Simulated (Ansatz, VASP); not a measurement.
**AgCl in VASP and in Ansatz**

File INCAR:

```
SYSTEM = AgCl
  PREC = Accurate
  ENCUT = 520
  EDIFF = 1E-6
  ISMEAR = 0
  SIGMA = 0.05
  LREAL = .FALSE.
  LASPH = .TRUE.
  NELM = 60
  ALGO = Normal
  ISIF = 2
  LWAVE = .FALSE.
  LCHARG = .FALSE.
  NBANDS = 16
```

Contents of KPOINTS:

```
regular mesh
0
G
  8 8 8
  0 0 0
```

POSCAR

```
AgCl
1.0
    0.0000000000      2.8563445000      2.7731500000
    2.7731500000      0.0000000000      2.7731500000
    2.7731500000      2.8563445000      0.0000000000
Ag Cl
1 1
Direct
    0.5000000000      0.5000000000      0.5000000000
    0.0000000000      0.0000000000      0.0000000000
```

Input for Ansatz:

```yaml
crystal:
  lattice:
    - [0.0, 2.8563445, 2.77315]
    - [2.77315, 0.0, 2.77315]
    - [2.77315, 2.8563445, 0.0]
  atoms:
    - { symbol: Ag, position: [0.5, 0.5, 0.5] }
    - { symbol: Cl, position: [0.0, 0.0, 0.0] }
basis:
  ecutwfc: 420
kpoints:
  mp_grid: { grid: [8, 8, 8] }
hamiltonian:
  xc: lda
scf:
  occupations: { method: gaussian, width: 0.05 }
output:
  forces: true
  stress: true
  eigenvalues: true
```

Change from the starting cell: strain +0.0300 x Voigt [0, 1, 0, 0, 0, 0], atoms carried along.

Alike in both runs: task single point; functional LDA; k mesh 8 × 8 × 8; occupations gaussian, width 0.05 eV; no spin polarisation.

|  | VASP | Ansatz |
| --- | --- | --- |
| version | VASP 6.6.1 | Ansatz 0.2.0 |
| potentials or method | VASP PAW LDA potentials, release 64 (Ag, Cl), cutoff 520 eV | scalar-relativistic, plane waves, PAW |
| valence electrons in the cell | 18 | 26 |

Ansatz gave:

| Item | Value |
| --- | --- |
| gap on the k mesh at the Fermi level (eV) | 0.54 |
| least direct gap on the mesh (eV) | 2.75 |
| pressure (GPa) | -6.5 |

Task: Estimate VASP's values.

Result: gap on the k mesh at the Fermi level (eV): 0.56; least direct gap on the mesh (eV): 2.78; pressure (GPa): -6.5.

LDA's correlation is that of Perdew and Zunger in VASP and of Perdew and Wang (1992) in Ansatz. VASP's potentials hold 18 valence electrons a cell and Ansatz's 26, so a difference there can come from the potentials and not from the codes.
